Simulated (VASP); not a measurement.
Write the native input for VASP 6.6.1 that does the following.

```yaml
Task: single point
Functional: LDA
Potentials_or_basis: VASP PAW LDA potentials, release 64 (Hf_pv, C)
Cutoff: 600 eV
k_mesh: 6 × 6 × 6
Occupations: gaussian, width 0.05 eV
Spin: no spin polarisation
Dipole_correction: no
Further_INCAR_settings: ALGO = Normal; EDIFF = 1e-06; NBANDS = 14
```

The structure of HfC lies in POSCAR:

```
HfC
1.0
    0.0000000000      2.2605269449      2.2605269449
    2.2605269449      0.0000000000      2.2605269449
    2.2605269449      2.2605269449      0.0000000000
Hf C
1 1
Direct
    0.0000000000      0.0000000000      0.0000000000
    0.5000000000      0.5000000000      0.5000000000
```

These files were run (other wordings do the same):

INCAR

```
SYSTEM = HfC
  ALGO = Normal
  EDIFF = 1E-6
  ENCUT = 600
  GGA_COMPAT = .FALSE.
  ISIF = 2
  ISMEAR = 0
  LASPH = .TRUE.
  LCHARG = .FALSE.
  LREAL = .FALSE.
  LWAVE = .FALSE.
  NBANDS = 14
  NELM = 120
  PREC = Accurate
  SIGMA = 0.05
```

KPOINTS

```
k-points
0
G
  6 6 6
  0 0 0
```

Potentials or basis: VASP PAW LDA potentials, release 64 (Hf_pv, C).

The run is started by

```console
$ cat potpaw_LDA.64/Hf_pv/POTCAR potpaw_LDA.64/C/POTCAR > POTCAR
$ mpirun -np 1 vasp_std > vasp.out
```

It gave:

The pressure is 10.5 GPa and the band gap on the k mesh is zero (band 7 reaches 7.62 eV, above the bottom of band 8 at 6.25 eV).

Caveat: the k points lie up to 0.40 Å⁻¹ apart; spin-orbit coupling is left out, which moves the levels of the heavy elements.

Wall time 13 s on 1 thread of Intel Xeon 8259CL, with other jobs on the host, peak memory 0.15 GiB.
